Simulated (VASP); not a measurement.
Set up this calculation in VASP 6.6.1, as the native input.

```yaml
Task: single point
Functional: PBE
Potentials_or_basis: VASP PAW PBE potentials, release 64 (Ni, Mo_sv, Pd, Ir, W_sv)
Cutoff: 520 eV
k_mesh: 5 × 5 × 1
Occupations: fermi-dirac, width 0.05 eV
Spin: collinear spin, ferromagnetic start
Starting_moments: "[1.0, 1.0, 1.0, 1.0, 0.0, 0.0, 0.6, 0.6, 0.0, 0.0] μB"
Dipole_correction: no
Further_INCAR_settings: ALGO = Normal; EDIFF = 1e-06; NBANDS = 72
```

The structure of NiMoIrPdW lies in POSCAR:

```
NiMoIrPdW
1.0
    2.7708500000      0.0000000000      0.0000000000
   -1.3854300000      2.3996300000      0.0000000000
    0.0000000000      0.0000000000     22.0196100000
Ni Mo Pd Ir W
2 2 2 2 2
Direct
    0.3176535667      0.6499818722      0.8524722736
    0.6752804622      0.3195505140      0.1478242349
    0.6660490200      0.3363301842      0.7597006941
    0.3366009855      0.6847309794      0.2392267165
    0.3320031682      0.6713222455      0.0542708976
    0.6627969563      0.3279688952      0.9456554862
    0.3246968023      0.6597642136      0.6594267110
    0.6674514020      0.3353404483      0.3411114911
    0.3364978517      0.6672982918      0.4437225273
    0.6755949937      0.3369656989      0.5562224762
```

The input as run:

INCAR

```
  ALGO = Normal
  EDIFF = 1E-6
  ENCUT = 520
  GGA = PE
  ISIF = 2
  ISMEAR = -1
  ISPIN = 2
  LASPH = True
  LCHARG = False
  LMAXMIX = 4
  LORBIT = 11
  LREAL = False
  LWAVE = False
  MAGMOM = 1 1 1 1 0 0 0.6 0.6 0 0
  NBANDS = 72
  NELM = 150
  PREC = Accurate
  SIGMA = 0.05
```

KPOINTS

```
k-points
0
Gamma
  5 5 1
```

Potentials or basis: VASP PAW PBE potentials, release 64 (Ni, Mo_sv, Pd, Ir, W_sv).

Run with:

```sh
$ cat potpaw_PBE.64/Ni/POTCAR potpaw_PBE.64/Mo_sv/POTCAR potpaw_PBE.64/Pd/POTCAR potpaw_PBE.64/Ir/POTCAR potpaw_PBE.64/W_sv/POTCAR > POTCAR
$ mpirun -np 1 vasp_std > vasp.out
```

It gave:

```yaml
Pressure: 0.6 GPa
Largest_force: 0.852 eV/Å
Band_gap_on_the_k_mesh: zero (filled and empty bands overlap)
Net_moment: 0.01 μB per cell
Valence_electrons_inside_the_program's_atomic_spheres: Ni 9.21, 9.22; Mo 12.52, 12.51; Pd 9.43; Ir 8.41, 8.40; W 12.07, 12.06
```

Caveat: the k points lie up to 0.52 Å⁻¹ apart; spin-orbit coupling is left out, which moves the levels of the heavy elements.

Wall time 11 min on 1 thread of Intel(R) Xeon(R) 6975P-C (Granite Rapids) (shared host), peak memory 0.5 GiB.
